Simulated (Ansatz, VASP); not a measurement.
# One calculation of In, two programs

File INCAR:

```
PREC = Accurate
ENCUT = 600
EDIFF = 1E-6
ISMEAR = 0
SIGMA = 0.1
LREAL = F
LASPH = T
NELM = 100
ALGO = Normal
ISIF = 3
LWAVE = F
LCHARG = F
GGA = PE
IBRION = 2
NSW = 90
EDIFFG = -0.04
```

KPOINTS

```
regular mesh
0
Gamma
  6 6 2
```

Contents of POSCAR:

```
In
1.0
    3.4119761980     -2.0347785326      0.0000000000
    3.4119761980      2.0347785326      0.0000000000
   -1.9057562036      0.0000000000      8.8339413706
In
4
Direct
    0.0504000000      0.0504000000      0.0996000000
    0.9496000000      0.9496000000      0.9004000000
    0.5050000000      0.5050000000      0.6000000000
    0.4950000000      0.4950000000      0.4000000000
```

Input for Ansatz:

```yaml
crystal:
  lattice:
    - [3.411976198, -2.0347785326, 0.0]
    - [3.411976198, 2.0347785326, 0.0]
    - [-1.9057562036, 0.0, 8.8339413706]
  atoms:
    - { symbol: In, position: [0.0504, 0.0504, 0.0996] }
    - { symbol: In, position: [0.9496, 0.9496, 0.9004] }
    - { symbol: In, position: [0.505, 0.505, 0.6] }
    - { symbol: In, position: [0.495, 0.495, 0.4] }
basis:
  ecutwfc: 420
kpoints:
  mp_grid: { grid: [6, 6, 2] }
hamiltonian:
  xc: pbe
scf:
  occupations: { method: gaussian, width: 0.1 }
  lower_state_search: "off"
output:
  forces: true
  stress: true
  eigenvalues: true
relax:
  adjacent_minimum: "off"
  f_tol: 0.04
  max_steps: 70
  cell: { stress_tol: 0.4 }
```

Alike in both runs: task relaxation of cell and atoms; functional PBE; k mesh 6 × 6 × 2; occupations gaussian, width 0.1 eV; no spin polarisation.

```csv
,VASP,Ansatz
version,VASP 6.6.1,Ansatz 0.2.0
potentials or method,"VASP PAW PBE potentials, release 64 (In_d), cutoff 600 eV","scalar-relativistic, plane waves, PAW"
valence electrons in the cell,52,52
```

VASP gave:

- gap on the k mesh at the Fermi level, each at its own relaxed structure (eV): none
- relaxed volume (Å³/atom): 32.05
- relaxed cell length with the largest relative difference (Å): 5.895

Question: Which values does Ansatz return?

Answer: gap on the k mesh at the Fermi level, each at its own relaxed structure (eV): none; relaxed volume (Å³/atom): 27.37; relaxed cell length with the largest relative difference (Å): 10.157.

A gap of «none» marks a metal or a gap that the smearing closes. One of these differences is far larger than is usual between the two programs; its cause wasn't traced.
